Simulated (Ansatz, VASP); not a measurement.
AgCl in VASP and in Ansatz

The input INCAR:

```
PREC = Accurate ; ENCUT = 520
EDIFF = 1E-7 ; ISMEAR = -1
SIGMA = 0.05 ; LREAL = F
LASPH = T ; NELM = 60
ALGO = Normal ; ISIF = 2
LWAVE = F ; LCHARG = F
GGA = CA ; NBANDS = 16
```

KPOINTS

```
Automatic mesh
0
Gamma
  8 8 8
```

POSCAR

```
AgCl
1.0
    0.0000000000      2.7886410693      2.7886410693
    2.7886410693      0.0000000000      2.7886410693
    2.7886410693      2.7886410693      0.0000000000
Ag Cl
1 1
Direct
    0.0000000000      0.0000000000      0.0000000000
    0.5000000000      0.5000000000      0.5000000000
```

File input.yaml:

```yaml
crystal:
  lattice:
    - [0.0, 2.7886410693, 2.7886410693]
    - [2.7886410693, 0.0, 2.7886410693]
    - [2.7886410693, 2.7886410693, 0.0]
  atoms:
    - { symbol: Ag, position: [0.0, 0.0, 0.0] }
    - { symbol: Cl, position: [0.5, 0.5, 0.5] }
hamiltonian:
  xc: lda
  pseudopotentials: { kind: paw }
kpoints:
  mp_grid: { grid: [8, 8, 8] }
scf:
  occupations: { method: fermi_dirac, width: 0.05 }
output:
  forces: true
  stress: true
  eigenvalues: true
  write_density: true
  write_potential: true
  elf: true
  volumetric_format: npy
```

Alike in both runs: task single point; functional LDA; k mesh 8 × 8 × 8; occupations fermi-dirac, width 0.05 eV; no spin polarisation.

|  | VASP | Ansatz |
| --- | --- | --- |
| version | VASP 6.6.1 | Ansatz 0.2.0 |
| potentials or method | VASP PAW LDA potentials, release 64 (Ag, Cl) | Ansatz PAW |
| plane-wave cutoff (eV) | 520 | 420 |
| valence electrons in the cell | 18 | 26 |

Ansatz gave:

| Property | Result |
| --- | --- |
| gap on the k mesh at the Fermi level (eV) | 0.62 |
| least direct gap on the mesh (eV) | 2.85 |
| pressure (GPa) | -6.2 |

Task: Estimate VASP's values.

Result: gap on the k mesh at the Fermi level (eV): 0.65; least direct gap on the mesh (eV): 2.88; pressure (GPa): -6.2.

LDA's correlation is that of Perdew and Zunger in VASP and of Perdew and Wang (1992) in Ansatz. VASP's potentials hold 18 valence electrons a cell and Ansatz's 26, so a difference there can come from the potentials and not from the codes.
